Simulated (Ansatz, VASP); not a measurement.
One calculation of BP, two programs

```
CELL_PARAMETERS angstrom
0.00000 2.33631 2.26827
2.33631 0.00000 2.26827
2.33631 2.33631 0.00000
ATOMIC_POSITIONS crystal
B 0.00000 0.00000 0.00000
P 0.75000 0.75000 0.75000
```

Change from the starting cell: strain +0.030 along x and y, +0.000 along z, atoms carried along.

Alike in both runs: task single point; functional r2SCAN; k mesh 10 × 10 × 10; occupations gaussian, width 0.05 eV; no spin polarisation.

```csv
,VASP,Ansatz
version,VASP 6.6.1,Ansatz 0.2.0
potentials or method,"VASP PAW PBE potentials, release 64 (B, P), cutoff 520 eV","scalar-relativistic, plane waves, PAW"
valence electrons in the cell,8,8
```

VASP gave:

| Property | Result |
| --- | --- |
| gap on the k mesh at the Fermi level (eV) | 1.07 |
| least direct gap on the mesh (eV) | 3.25 |
| pressure (GPa) | -9.4 |
| traceless stress, the component that is largest in VASP (GPa) | 5.18 |

**Question.** Estimate Ansatz's values.

**Answer.** gap on the k mesh at the Fermi level (eV): 1.04; least direct gap on the mesh (eV): 3.21; pressure (GPa): -9.0; traceless stress, the component that is largest in VASP (GPa): 5.16.

VASP's potentials were made for PBE, not for r2SCAN. The functional is the same, so the differences come from potentials, cutoffs and numerics.
